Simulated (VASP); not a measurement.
A run of VASP 6.6.1 is set up as follows.

File INCAR:

```
SYSTEM = GaIr2
  PREC = Accurate
  ENCUT = 520
  EDIFF = 1E-7
  ISMEAR = 0
  SIGMA = 0.1
  LREAL = .FALSE.
  LASPH = .TRUE.
  NELM = 60
  ALGO = Normal
  ISIF = 2
  LWAVE = .FALSE.
  LCHARG = .FALSE.
  GGA = PE
  NBANDS = 22
```

KPOINTS

```
Automatic mesh
0
G
  6 6 4
  0 0 0
```

The input POSCAR:

```
GaIr2
1.0
    2.8577139729      0.0000000000      0.0000000000
    0.0000000000      2.8577139729      0.0000000000
    0.0000000000      0.0000000000      5.7582050964
Ga Ir
1 2
Direct
    0.0000000000      0.0000000000      0.0000000000
    0.5000000000      0.5000000000      0.2838253500
    0.5000000000      0.5000000000      0.7161746500
```

Potentials or basis: VASP PAW PBE potentials, release 64 (Ga_d, Ir).

The run is started by

```sh
$ cat potpaw_PBE.64/Ga_d/POTCAR potpaw_PBE.64/Ir/POTCAR > POTCAR
$ mpirun -np 1 vasp_std > vasp.out
```

Q: What does it give for the band gap on the k mesh?

A: Zero (an odd number of electrons rules out a gap without spin polarisation).

Q: Predict the largest force.

A: 0.026 eV/Å.

Forces on the atoms (eV/Å):
```
Ga   0.000  0.000  0.000
Ir   0.000  0.000  0.026
Ir   0.000  0.000 -0.026
```

Caveat: the k points lie up to 0.37 Å⁻¹ apart, too coarse for converged energies and pressures of a metal; spin-orbit coupling is left out, which moves the levels of the heavy elements.
